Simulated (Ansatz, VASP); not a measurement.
**Ti3H: VASP beside Ansatz**

Contents of INCAR:

```
SYSTEM = Ti3H
  PREC = Accurate
  ENCUT = 520
  EDIFF = 1E-6
  ISMEAR = 0
  SIGMA = 0.1
  LREAL = .False.
  LASPH = .True.
  NELM = 80
  ALGO = Normal
  ISIF = 2
  LWAVE = .False.
  LCHARG = .False.
  LDIPOL = .True.
  IDIPOL = 3
  DIPOL = 0.5 0.5 0.331
  GGA = PE
  NBANDS = 47
```

The input KPOINTS:

```
regular mesh
0
Gamma
  6 6 1
  0 0 0
```

POSCAR

```
Ti3H
1.0
    4.6037402164      0.0000000000      0.0000000000
   -2.3018701082      3.9869559799      0.0000000000
    0.0000000000      0.0000000000     22.4968206792
Ti H
6 2
Direct
    0.6666666667      0.3333333333      0.1778029019
    0.3333333333      0.6666666667      0.2195747837
    0.0000000000      0.0000000000      0.2613466656
    0.6666666667      0.3333333333      0.2980472718
    0.3333333333      0.6666666667      0.3304570052
    0.0000000000      0.0000000000      0.3776898434
    0.4001898503      1.0000000000      0.4932617296
    0.5998101497      1.0000000000      0.4932617296
```

Input for Ansatz:

```yaml
crystal:
  lattice:
    - [4.6037402164, 0.0, 0.0]
    - [-2.3018701082, 3.9869559799, 0.0]
    - [0.0, 0.0, 22.4968206792]
  atoms:
    - { symbol: Ti, position: [0.6666666667, 0.3333333333, 0.1778029019] }
    - { symbol: Ti, position: [0.3333333333, 0.6666666667, 0.2195747837] }
    - { symbol: Ti, position: [0.0, 0.0, 0.2613466656] }
    - { symbol: Ti, position: [0.6666666667, 0.3333333333, 0.2980472718] }
    - { symbol: Ti, position: [0.3333333333, 0.6666666667, 0.3304570052] }
    - { symbol: Ti, position: [0.0, 0.0, 0.3776898434] }
    - { symbol: H, position: [0.4001898503, 1.0, 0.4932617296] }
    - { symbol: H, position: [0.5998101497, 1.0, 0.4932617296] }
basis:
  ecutwfc: 420
kpoints:
  mp_grid: { grid: [6, 6, 1] }
hamiltonian:
  xc: pbe
  pseudopotentials: { kind: paw, azcp: { folder: soft_1 } }
scf:
  occupations: { method: gaussian, width: 0.1 }
output:
  forces: true
  eigenvalues: true
efield:
  axis: 3
  dipole_correction: true
  ramp_width: 0.04
```

Alike in both runs: task single point; functional PBE; k mesh 6 × 6 × 1; occupations gaussian, width 0.1 eV; no spin polarisation.

|  | VASP | Ansatz |
| --- | --- | --- |
| version | VASP 6.6.1 | Ansatz 0.2.0 |
| potentials or method | VASP PAW PBE potentials, release 64 (Ti_sv, H), cutoff 520 eV | scalar-relativistic, plane waves, PAW |
| valence electrons in the cell | 74 | 74 |

|  | VASP | Ansatz | Ansatz less VASP |
| --- | --- | --- | --- |
| gap on the k mesh at the Fermi level (eV) | none | none | - |
| rms of the force components (eV/Å) | 0.996 | 0.996 | +0.0001 |

Atom by atom the forces differ by 0.005 eV/Å (rms over components). A gap of «none» marks a metal or a gap that the smearing closes.
